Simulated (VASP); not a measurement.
Set up this calculation in VASP 6.6.1, as the native input.

* Task: relaxation of cell and atoms
* Functional: PBE
* Potentials or basis: VASP PAW PBE potentials, release 64 (Ta_pv, Br)
* Cutoff: 500 eV
* k mesh: 12 × 12 × 12
* Occupations: gaussian, width 0.1 eV
* Spin: no spin polarisation
* Dipole correction: no
* Further INCAR settings: ALGO = Normal; EDIFF = 1e-07; IBRION = 2; EDIFFG = -0.01; NSW = 100; ISIF = 3

The structure of Ta3Br lies in POSCAR:

```
Ta3Br
1.0
    4.2538008474      0.0000000000      0.0000000000
    0.0000000000      4.2538008474      0.0000000000
    0.0000000000      0.0000000000      4.2100777118
Ta Br
3 1
Direct
    0.0000000000      0.5000000000      0.5000000000
    0.5000000000      0.0000000000      0.5000000000
    0.5000000000      0.5000000000      0.0000000000
    0.0000000000      0.0000000000      0.0000000000
```

These files were run (other wordings do the same):

INCAR

```
SYSTEM = Ta3Br
ALGO = Normal
EDIFF = 1E-7
EDIFFG = -0.01
ENCUT = 500
GGA = PE
GGA_COMPAT = .FALSE.
IBRION = 2
ISIF = 3
ISMEAR = 0
LASPH = .TRUE.
LCHARG = .FALSE.
LREAL = .FALSE.
LWAVE = .FALSE.
NELM = 120
NELMIN = 4
NSW = 100
PREC = Accurate
SIGMA = 0.1
```

KPOINTS

```
k-points
0
G
  12 12 12
  0 0 0
```

Potentials or basis: VASP PAW PBE potentials, release 64 (Ta_pv, Br).

Launch:

```console
$ cat potpaw_PBE.64/Ta_pv/POTCAR potpaw_PBE.64/Br/POTCAR > POTCAR
$ mpirun -np 1 vasp_std > vasp.out
```

Results of the run:

```json
{"Relaxed volume": "18.59 Å³/atom", "Relaxed cell": "a = 4.749 Å, b = 4.749 Å, c = 3.297 Å, α = 90.00°, β = 90.00°, γ = 90.00°", "Space group after relaxing (to 0.1 Å)": "P4/mmm (No. 123)", "Energy gained by relaxing": "134.5 meV/atom", "Ionic steps": "26", "Pressure after relaxing": "0.0 GPa", "Band gap on the k mesh": "zero (bands 20 and 21 overlap by 1.68 eV)"}
```

Caveat: a cell axis changed by over 15 % at a fixed basis, so the end point is rough; spin-orbit coupling is left out, which moves the levels of the heavy elements.

Run time: 26 min on 1 thread of Intel(R) Xeon(R) 6975P-C (Granite Rapids), on a shared host, peak memory 0.45 GiB.
